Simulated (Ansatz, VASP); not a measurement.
**Al: VASP beside Ansatz**

Contents of INCAR:

```
SYSTEM = Al
PREC = Accurate
ENCUT = 520
EDIFF = 1E-7
ISMEAR = 0
SIGMA = 0.15
LREAL = .False.
LASPH = .True.
NELM = 80
ALGO = Normal
ISIF = 2
LWAVE = .False.
LCHARG = .True.
GGA = PE
IVDW = 12
LELF = .True.
LVHAR = .True.
NBANDS = 14
```

File KPOINTS:

```
Automatic mesh
0
Gamma
  18 18 6
  0 0 0
```

The input POSCAR:

```
Al
1.0
    2.8520656263      0.0000000000      0.0000000000
   -1.4260328132      2.4699612856      0.0000000000
    0.0000000000      0.0000000000      9.1788028050
Al
4
Direct
    0.0000000000      0.0000000000      0.0000000000
    0.3333333333      0.6666666667      0.2500000000
    0.0000000000      0.0000000000      0.5000000000
    0.6666666667      0.3333333333      0.7500000000
```

Input for Ansatz:

```yaml
crystal:
  lattice:
    - [2.8520656263, 0.0, 0.0]
    - [-1.4260328132, 2.4699612856, 0.0]
    - [0.0, 0.0, 9.178802805]
  atoms:
    - { symbol: Al, position: [0.0, 0.0, 0.0] }
    - { symbol: Al, position: [0.3333333333, 0.6666666667, 0.25] }
    - { symbol: Al, position: [0.0, 0.0, 0.5] }
    - { symbol: Al, position: [0.6666666667, 0.3333333333, 0.75] }
kpoints:
  mp_grid: { grid: [18, 18, 6] }
hamiltonian:
  xc: pbe
  pseudopotentials: { kind: paw, azcp: { folder: soft_1 } }
  dispersion: d3bj
scf:
  occupations: { method: gaussian, width: 0.15 }
  n_extra_bands: 4
output:
  forces: true
  eigenvalues: true
  stress: true
```

Alike in both runs: task single point; functional PBE; dispersion D3(BJ); k mesh 18 × 18 × 6; occupations gaussian, width 0.15 eV; no spin polarisation.

|  | VASP | Ansatz |
| --- | --- | --- |
| version | VASP 6.6.1 | Ansatz 0.2.0 |
| potentials or method | VASP PAW PBE potentials, release 64 (Al) | scalar-relativistic, plane waves, PAW |
| plane-wave cutoff (eV) | 520 | 420 |
| valence electrons in the cell | 12 | 12 |

Ansatz gave:

| Item | Value |
| --- | --- |
| gap on the k mesh at the Fermi level (eV) | none |
| pressure (GPa) | -1.6 |
| traceless stress, the component that is largest in VASP (GPa) | 1.32 |

Problem. Which values does VASP return?

Solution. gap on the k mesh at the Fermi level (eV): none; pressure (GPa): -1.7; traceless stress, the component that is largest in VASP (GPa): 1.32.

A gap of «none» marks a metal or a gap that the smearing closes.
